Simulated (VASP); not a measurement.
# Ta2N (P-31m) in VASP: notebook, part 2 of 2

VASP 6.6.1.

## Step 3: Single point, PBEsol

INCAR reads:

```
  PREC = Accurate
  ENCUT = 520
  EDIFF = 1E-7
  ISMEAR = 0
  SIGMA = 0.1
  LREAL = False
  LASPH = True
  NELM = 60
  ALGO = Normal
  ISIF = 2
  LWAVE = False
  LCHARG = False
  GGA = PS
  NBANDS = 50
  ISYM = 0
```

KPOINTS reads:

```
Automatic mesh
0
Gamma
  6 6 4
  0.5 0.5 0.5
```

POSCAR reads:

```
Ta2N
1.0
    5.2965720514      0.0000000000      0.0000000000
   -2.6482860257      4.5869659495      0.0000000000
    0.0000000000      0.0000000000      4.9391825701
Ta N
6 3
Direct
    0.6663616700      0.6663616700      0.7536182600
    0.0000000000      0.3336383300      0.7536182600
    0.3336383300      0.0000000000      0.7536182600
    0.3336383300      0.3336383300      0.2463817400
    0.0000000000      0.6663616700      0.2463817400
    0.6663616700      0.0000000000      0.2463817400
    0.6666666667      0.3333333333      0.5000000000
    0.3333333333      0.6666666667      0.5000000000
    0.0000000000      0.0000000000      0.0000000000
```

Potentials or basis: VASP PAW PBE potentials, release 64 (Ta_pv, N).

The run is started by

```console
$ cat potpaw_PBE.64/Ta_pv/POTCAR potpaw_PBE.64/N/POTCAR > POTCAR
$ mpirun -np 1 vasp_std > vasp.out
```

Wall time 11 min (1 thread of Intel Xeon 6975P-C (Granite Rapids), shared host); peak memory 0.91 GiB.

It converged, with:

| Property | Result |
| --- | --- |
| Free energy | -110.4737 eV |
| Pressure | -4.7 GPa |
| Largest force | 0.114 eV/Å |
| Band gap on the k mesh | zero (an odd number of electrons rules out a gap without spin polarisation) |

Forces in eV/Å, atoms in the order of the input:
```
Ta   0.007  0.012 -0.113
Ta   0.007 -0.012 -0.113
Ta  -0.014  0.000 -0.113
Ta  -0.007 -0.012  0.113
Ta  -0.007  0.012  0.113
Ta   0.014  0.000  0.113
N    0.000  0.000  0.000
N    0.000  0.000  0.000
N    0.000  0.000  0.000
```

Stress tensor (GPa, compression positive):
```
-4.89  0.00  0.00
 0.00 -4.89  0.00
 0.00  0.00 -4.31
```

Levels at points of the mesh, in eV from the Fermi level:
| k point | band 38 | band 39 | band 40 | band 41 | band 42 | band 43 | band 44 | band 45 |
| --- | --- | --- | --- | --- | --- | --- | --- | --- |
| (0.08, 0.08, 0.12) | -1.41 | -0.87 | -0.56 | -0.46 | 0.24 | 0.60 | 0.92 | 0.96 |

Caveat: the cell stands under tension; the PAW data sets were made with another functional, which shifts forces and pressure a little; spin-orbit coupling is left out, which moves the levels of the heavy elements.

## Step 4: Single point, PBEsol

INCAR reads:

```
PREC = Accurate ; ENCUT = 520
EDIFF = 1E-7 ; ISMEAR = 1
SIGMA = 0.2 ; LREAL = F
LASPH = T ; NELM = 80
ALGO = Normal ; ISIF = 2
LWAVE = F ; LCHARG = T
GGA = PS ; LELF = T
LVHAR = T ; NBANDS = 50
```

KPOINTS reads:

```
Automatic mesh
0
Gamma
  12 12 8
```

POSCAR is that of step 3.

The run is started by

```console
$ cat potpaw_PBE.64/Ta_pv/POTCAR potpaw_PBE.64/N/POTCAR > POTCAR
$ mpirun -np 1 vasp_std > vasp.out
```

It took 8.3 min on 1 thread of Intel Xeon Platinum 8559C (Emerald Rapids), shared host; peak memory 0.65 GiB.

Results (log left out):

* Free energy: -110.5078 eV
* Pressure: -4.8 GPa
* Largest force: 0.119 eV/Å
* Band gap on the k mesh: zero (an odd number of electrons rules out a gap without spin polarisation)

Forces in eV/Å, atoms in the order of the input:
```
Ta   0.012  0.022 -0.117
Ta   0.012 -0.022 -0.117
Ta  -0.025  0.000 -0.117
Ta  -0.012 -0.022  0.117
Ta  -0.012  0.022  0.117
Ta   0.025  0.000  0.117
N    0.000  0.000  0.000
N    0.000  0.000  0.000
N    0.000  0.000  0.000
```

Stress tensor (GPa, compression positive):
```
-4.83  0.00  0.00
 0.00 -4.83  0.00
 0.00  0.00 -4.69
```

Levels at points of the mesh, in eV from the Fermi level:
```
           k point  band 37  band 38  band 39  band 40  band 41  band 42  band 43  band 44  band 45  band 46
(0.00, 0.00, 0.00)    -1.65    -0.82    -0.50    -0.50    -0.36    -0.13    -0.13     0.68     0.68     1.72
(0.50, 0.00, 0.00)    -2.10    -1.98    -1.41     0.36     0.57     0.93     0.97     1.78     2.24     2.36
(0.00, 0.00, 0.50)    -1.76    -1.76    -1.41    -1.41    -0.95     0.63     0.63     0.83     2.03     2.03
(0.50, 0.00, 0.50)    -2.15    -1.27    -1.23    -0.76    -0.11     0.12     0.15     0.62     0.96     2.63
```

Caveat: the cell stands under tension; the PAW data sets were made with another functional, which shifts forces and pressure a little; spin-orbit coupling is left out, which moves the levels of the heavy elements.

## Step 5: Single point, PBEsol

INCAR reads:

```
SYSTEM = Ta2N
ALGO = Normal ; EDIFF = 1E-6
ENCUT = 520 ; GGA = PS
ISIF = 2 ; ISMEAR = -1
LASPH = .TRUE. ; LCHARG = .FALSE.
LREAL = .FALSE. ; LWAVE = .FALSE.
NBANDS = 50 ; NELM = 80
PREC = Accurate ; SIGMA = 0.5
```

KPOINTS reads:

```
k-points
0
G
  12 12 8
  0 0 0
```

POSCAR is that of step 4.

Potentials or basis: VASP PAW PBE potentials, release 64 (Ta_pv, N).

The run is started by

```console
$ cat potpaw_PBE.64/Ta_pv/POTCAR potpaw_PBE.64/N/POTCAR > POTCAR
$ mpirun -np 1 vasp_std > vasp.out
```

OUTCAR:

```text
SYSTEM = Ta2N
   EDIFF = 1E-6
   ENCUT = 520
   GGA = PS
   ISIF = 2
   ISMEAR = -1
   LASPH = .TRUE.
   LREAL = .FALSE.
   NELM = 80
   PREC = Accurate

 ion  position               nearest neighbor table
   1  0.666  0.666  0.754-   9 2.15   8 2.16   7 2.16   4 3.00   5 3.01   6 3.01   2 3.06   2 3.06
                             3 3.06   3 3.06   3 3.06   2 3.06   4 3.06   5 3.07   6 3.07
   2  0.000  0.334  0.754-   9 2.15   7 2.16   8 2.16   5 3.00   4 3.01   6 3.01   1 3.06   1 3.06
                             3 3.06   3 3.06   3 3.06   1 3.06   5 3.06   4 3.07   6 3.07
   3  0.334  0.000  0.754-   9 2.15   8 2.16   7 2.16   6 3.00   4 3.01   5 3.01   2 3.06   1 3.06
                             1 3.06   2 3.06   2 3.06   1 3.06   6 3.06   5 3.07   4 3.07
[... 1496 lines left out ...]
  external PRESSURE =     -21.2120097 kB  Pullay stress =       0.0000000 kB

 VOLUME and BASIS-vectors are now :
 -----------------------------------------------------------------------------
  energy-cutoff  :      520.00
  volume of cell :      120.00
      direct lattice vectors                 reciprocal lattice vectors
     5.296572051  0.000000000  0.000000000     0.188801359  0.109004515  0.000000000
    -2.648286026  4.586965949  0.000000000     0.000000000  0.218009031  0.000000000
     0.000000000  0.000000000  4.939182570     0.000000000  0.000000000  0.202462652

 POSITION                                       TOTAL-FORCE (eV/Angst)
 -----------------------------------------------------------------------------------
      1.76472      3.05658      3.72226         0.059488      0.103036     -0.156731
     -0.88357      1.53039      3.72226         0.059488     -0.103036     -0.156731
      1.76714      0.00000      3.72226        -0.118976      0.000000     -0.156731
      0.88357      1.53039      1.21692        -0.059488     -0.103036      0.156731
     -1.76472      3.05658      1.21692        -0.059488      0.103036      0.156731
      3.52943      0.00000      1.21692         0.118976     -0.000000      0.156731
      2.64829      1.52899      2.46959         0.000000      0.000000     -0.000000
     -0.00000      3.05798      2.46959         0.000000     -0.000000     -0.000000
      0.00000      0.00000      0.00000         0.000000      0.000000     -0.000000
 -----------------------------------------------------------------------------------
    total drift:                               -0.000000     -0.000000     -0.000000

  FREE ENERGIE OF THE ION-ELECTRON SYSTEM (eV)
  ---------------------------------------------------
  free  energy   TOTEN  =      -112.0460702672 eV

  energy  without entropy=     -108.6535221525  energy(sigma->0) =     -110.34979621
```

stdout:

```text
POSCAR found type information on POSCAR TaN
 POSCAR found :  2 types and       9 ions
 scaLAPACK will be used
 -----------------------------------------------------------------------------
|                                                                             |
|                                                                             |
|     You enforced a specific xc type in the INCAR file but a different       |
|     I HOPE YOU KNOW WHAT YOU ARE DOING!                                     |
|                                                                             |
 -----------------------------------------------------------------------------

 LDA part: xc-table for (Slater+PW92), standard interpolation
 POSCAR, INCAR and KPOINTS ok, starting setup
 FFT: planning ... GRIDC
 FFT: planning ... GRID_SOFT
 FFT: planning ... GRID
 WAVECAR not read
 entering main loop
```

Run time: 11 min. Hardware: 1 thread of Intel Xeon Platinum 8559C (Emerald Rapids), shared host; peak memory 0.65 GiB.

What came out:

- Free energy: -112.0461 eV
- Pressure: -2.1 GPa
- Largest force: 0.197 eV/Å
- Band gap on the k mesh: zero (an odd number of electrons rules out a gap without spin polarisation)

Forces in eV/Å, atoms in the order of the input:
```
Ta   0.059  0.103 -0.157
Ta   0.059 -0.103 -0.157
Ta  -0.119  0.000 -0.157
Ta  -0.059 -0.103  0.157
Ta  -0.059  0.103  0.157
Ta   0.119  0.000  0.157
N    0.000  0.000  0.000
N    0.000  0.000  0.000
N    0.000  0.000  0.000
```

Stress tensor (GPa, compression positive):
```
-2.18  0.00  0.00
 0.00 -2.18  0.00
 0.00  0.00 -2.01
```

Caveat: so wide a smearing shifts energies and pressures; the PAW data sets were made with another functional, which shifts forces and pressure a little; spin-orbit coupling is left out, which moves the levels of the heavy elements.

## Step 6: Summary

| k mesh | smearing | gap on the mesh (eV) | pressure (GPa) | largest force (eV/Å) |
| --- | --- | --- | --- | --- |
| 6 × 6 × 8 | gaussian 0.1 eV | none | -4.8 | 0.13 |
| 6 × 6 × 4, shifted | gaussian 0.1 eV | none | -4.7 | 0.11 |
| 12 × 12 × 8 | methfessel-paxton 0.2 eV | none | -4.8 | 0.12 |
| 12 × 12 × 8 | fermi-dirac 0.5 eV | none | -2.1 | 0.20 |

Alike in all rows: task single point; level PBEsol; potentials or basis VASP PAW PBE potentials, release 64 (Ta_pv, N); no spin polarisation; cell as given; cutoff (eV) 520.

Caveats: the PAW data sets were made with another functional, which shifts forces and pressure a little; spin-orbit coupling is left out, which moves the levels of the heavy elements; the cell stands under tension (at least some runs); so wide a smearing shifts energies and pressures (at least some runs).

Absolute energies hang on the potentials; compare differences alone.
